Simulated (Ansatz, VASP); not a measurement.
**Ir: VASP beside Ansatz**

```
CELL_PARAMETERS angstrom
0.00000 1.93501 1.93501
1.93501 0.00000 1.93501
1.93501 1.93501 0.00000
ATOMIC_POSITIONS crystal
Ir 0.00000 0.00000 0.00000
```

Alike in both runs: functional PBE; k mesh 17 × 17 × 17; occupations methfessel-paxton of order 1, width 0.1 eV; no spin polarisation.

Ansatz relaxed the structure, and its values are those at the end. VASP's run is a single point on that final structure, the one shown.

|  | VASP | Ansatz |
| --- | --- | --- |
| version | VASP 6.6.1 | Ansatz 0.2.0 |
| potentials or method | VASP PAW PBE potentials, release 64 (Ir), cutoff 520 eV | plane-wave PAW DFT |
| valence electrons in the cell | 9 | 17 |

```csv
,VASP,Ansatz,Ansatz less VASP
pressure (GPa),0.6,0.0,-0.58
```

VASP's potentials hold 9 valence electrons a cell and Ansatz's 17, so a difference there can come from the potentials and not from the codes.

Spin-orbit coupling is off throughout.
